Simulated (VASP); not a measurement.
# Al16O: single point with PBE+D3(BJ)

The system is Al16O, a slab with vacuum.

```
Al O
1.0
     5.72757    0.00000    0.00000
     0.00000    5.72757    0.00000
     0.00000    0.00000   17.07500
Al O
16 1
Direct
  0.25000 0.25000 0.05857
  0.75000 0.25000 0.05857
  0.25000 0.75000 0.05857
  0.75000 0.75000 0.05857
  0.99820 0.99996 0.17574
  0.50224 0.99998 0.17570
  0.99937 0.50000 0.17296
  0.50083 0.50004 0.17292
  0.25036 0.25806 0.29314
  0.75020 0.26104 0.29233
  0.25033 0.74176 0.29318
  0.75022 0.73895 0.29235
  0.00486 0.00003 0.40118
  0.49561 0.99997 0.40128
  0.99920 0.49996 0.41784
  0.50430 0.49992 0.41798
  0.75195 0.50043 0.47865
```

```
Program             : VASP 6.6.1
Task                : single point
Functional          : PBE
Dispersion          : D3(BJ)
Potentials or basis : VASP PAW PBE potentials, release 64 (Al, O)
Cutoff              : 520 eV
k mesh              : 3 × 3 × 1
Occupations         : fermi-dirac, width 0.15 eV
Spin                : no spin polarisation
```

```
Largest force              : 0.145 eV/Å
Band gap on the k mesh     : 0.24 eV, direct
Dispersion energy per atom : -0.234 eV
```

Forces on the atoms (eV/Å):
```
Al   0.001 -0.052 -0.042
Al   0.002 -0.138  0.047
Al   0.001  0.052 -0.043
Al   0.002  0.138  0.046
Al   0.006  0.001  0.001
Al  -0.007  0.000  0.000
Al  -0.001  0.000  0.002
Al   0.001 -0.001  0.003
Al   0.000 -0.003 -0.001
Al   0.001  0.000 -0.003
Al   0.001  0.004  0.001
Al   0.000  0.000 -0.003
Al  -0.007  0.000  0.001
Al   0.006  0.001 -0.001
Al   0.037  0.000 -0.021
Al  -0.040  0.001 -0.019
O   -0.001 -0.003  0.033
```

Levels at points of the mesh, in eV from the valence-band top:
| k point | band 24 | band 25 | band 26 | band 27 | band 28 | band 29 | band 30 | band 31 |
| --- | --- | --- | --- | --- | --- | --- | --- | --- |
| (0.00, 0.00, 0.00) | -1.15 | -1.08 | -1.03 | -0.75 | 0.24 | 0.28 | 0.40 | 0.72 |

It took 2.6 min on 1 thread of Intel(R) Xeon(R) Platinum 8488C (Sapphire Rapids), on a shared host, peak memory 0.58 GiB.
